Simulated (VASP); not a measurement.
B3As: single point with PBE

B3As:

```
B As
1.0
     3.41773    0.00000    0.00000
     0.00000    3.41773    0.00000
     0.00000    0.00000    3.28355
B As
3 1
Direct
  0.00000 0.50000 0.50000
  0.50000 0.00000 0.50000
  0.50000 0.50000 0.00000
  0.00000 0.00000 0.00000
```

The cell was generated, and may not be a known phase.

```
Program                : VASP 6.6.1
Task                   : single point
Functional             : PBE
Potentials or basis    : VASP PAW PBE potentials, release 64 (B, As)
Cutoff                 : 520 eV
k mesh                 : 4 × 4 × 6
Occupations            : gaussian, width 0.1 eV
Spin                   : no spin polarisation
Dipole correction      : no
Further INCAR settings : ALGO = Normal; EDIFF = 1e-07; NBANDS = 15
```

* Pressure: 0.2 GPa
* Band gap on the k mesh: zero (bands 7 and 8 overlap by 7.47 eV)

Stress tensor (GPa, compression positive):
```
0.27 0.00 0.00
0.00 0.27 0.00
0.00 0.00 0.15
```

Levels at points of the mesh, in eV from the Fermi level:
| k point | band 4 | band 5 | band 6 | band 7 | band 8 | band 9 | band 10 | band 11 |
| --- | --- | --- | --- | --- | --- | --- | --- | --- |
| (0.00, 0.00, 0.00) | -5.63 | -4.41 | -3.06 | -2.13 | 2.89 | 2.89 | 3.18 | 4.21 |
| (0.50, 0.00, 0.00) | -3.00 | -2.75 | -2.14 | -2.08 | -0.75 | -0.42 | 0.55 | 5.97 |
| (0.50, 0.50, 0.00) | -9.30 | 0.06 | 0.22 | 0.22 | 0.93 | 1.10 | 2.32 | 2.32 |
| (0.00, 0.00, 0.50) | -3.36 | -2.57 | -2.57 | -2.18 | -1.03 | -0.73 | -0.34 | 5.59 |
| (0.50, 0.00, 0.50) | -9.12 | -0.40 | -0.23 | -0.06 | 0.07 | 0.69 | 1.38 | 1.46 |
| (0.50, 0.50, 0.50) | -8.40 | -6.66 | -6.19 | -6.19 | -6.10 | 7.11 | 7.72 | 7.72 |

It took 12 s on 1 thread of Intel(R) Xeon(R) Platinum 8259CL CPU @ 2.50GHz (Skylake/Cascade Lake), on a shared host, peak memory 0.15 GiB.

Caveat: the k points lie up to 0.46 Å⁻¹ apart, too coarse for converged energies and pressures of a metal.
